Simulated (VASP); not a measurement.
A run of VASP 6.6.1 is set up as follows.

POSCAR

```
GaN
1.0
    2.9672035363      0.0000000000      0.0000000000
   -1.4836017681      2.5696736406      0.0000000000
    0.0000000000      0.0000000000      5.0329255193
Ga N
2 2
Direct
    0.0000000000      0.0000000000      0.0000000000
    0.0000000000      0.0000000000      0.5000000000
    0.3333333333      0.6666666667      0.2500000000
    0.6666666667      0.3333333333      0.7500000000
```

File INCAR.step1:

```
ALGO = Normal
EDIFF = 1E-4
ENCUT = 520
GGA = PE
ISMEAR = 0
LASPH = T
LCHARG = F
LREAL = F
LWAVE = T
NBANDS = 26
NELM = 100
PREC = Accurate
SIGMA = 0.01
```

File INCAR.step2:

```
ALGO = Normal
EDIFF = 1E-6
ENCUT = 520
ISIF = 2
ISMEAR = 0
ISTART = 1
LASPH = T
LCHARG = T
LELF = T
LMIXTAU = T
LREAL = F
LVHAR = T
LWAVE = F
METAGGA = R2SCAN
NBANDS = 26
NELM = 100
PREC = Accurate
SIGMA = 0.01
```

File KPOINTS:

```
k-points
0
Gamma
  6 6 4
```

Potentials or basis: VASP PAW PBE potentials, release 64 (Ga_d, N).

The run is started by

```console
$ cat potpaw_PBE.64/Ga_d/POTCAR potpaw_PBE.64/N/POTCAR > POTCAR
$ cp INCAR.step1 INCAR
$ mpirun -np 1 vasp_std > vasp.out
$ cp INCAR.step2 INCAR
$ mpirun -np 1 vasp_std > vasp.out
```

Question: What does it give for the band gap on the k mesh?

Answer: 1.87 eV, indirect (least direct gap 2.27 eV).

Question: Estimate the pressure.

Answer: 1.0 GPa.

Caveat: the PAW data sets were made with another functional, which shifts forces and pressure a little. r2SCAN opens gaps a little over a GGA but as a rule still falls short of measured ones.
